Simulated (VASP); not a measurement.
A run of VASP 6.6.1:

File POSCAR:

```
CsBr
1.0
    4.3199575724      0.0000000000      0.0000000000
    0.0000000000      4.3199575724      0.0000000000
    0.0000000000      0.0000000000      4.3199575724
Cs Br
1 1
Direct
    0.0000000000      0.0000000000      0.0000000000
    0.5000000000      0.5000000000      0.5000000000
```

File INCAR.step1:

```
SYSTEM = CsBr
  ALGO = Normal
  EDIFF = 1E-5
  ENCUT = 550
  GGA = PE
  GGA_COMPAT = .FALSE.
  ISMEAR = 0
  LASPH = .TRUE.
  LCHARG = .FALSE.
  LREAL = .FALSE.
  LWAVE = .TRUE.
  NBANDS = 15
  NELM = 120
  PREC = Accurate
  SIGMA = 0.01
```

The input INCAR.step2:

```
SYSTEM = CsBr
  ALGO = Normal
  EDIFF = 1E-6
  ENCUT = 550
  GGA_COMPAT = .FALSE.
  ISIF = 2
  ISMEAR = 0
  ISTART = 1
  LASPH = .TRUE.
  LCHARG = .TRUE.
  LELF = .TRUE.
  LMIXTAU = .TRUE.
  LREAL = .FALSE.
  LVHAR = .TRUE.
  LWAVE = .FALSE.
  METAGGA = R2SCAN
  NBANDS = 15
  NELM = 120
  PREC = Accurate
  SIGMA = 0.01
```

Contents of KPOINTS:

```
k-points
0
G
  4 4 4
  0 0 0
```

Potentials or basis: VASP PAW PBE potentials, release 64 (Cs_sv, Br).

Run with:

```bash
$ cat potpaw_PBE.64/Cs_sv/POTCAR potpaw_PBE.64/Br/POTCAR > POTCAR
$ cp INCAR.step1 INCAR
$ mpirun -np 1 vasp_std > vasp.out
$ cp INCAR.step2 INCAR
$ mpirun -np 1 vasp_std > vasp.out
```

Hardware: 1 thread of Intel(R) Xeon(R) 6975P-C (Granite Rapids) (shared host).

Problem. How long does it take, and how much memory?

Solution. Wall time 25 s on 1 thread of Intel(R) Xeon(R) 6975P-C (Granite Rapids) (shared host), peak memory 0.22 GiB. Counts: k points 10.
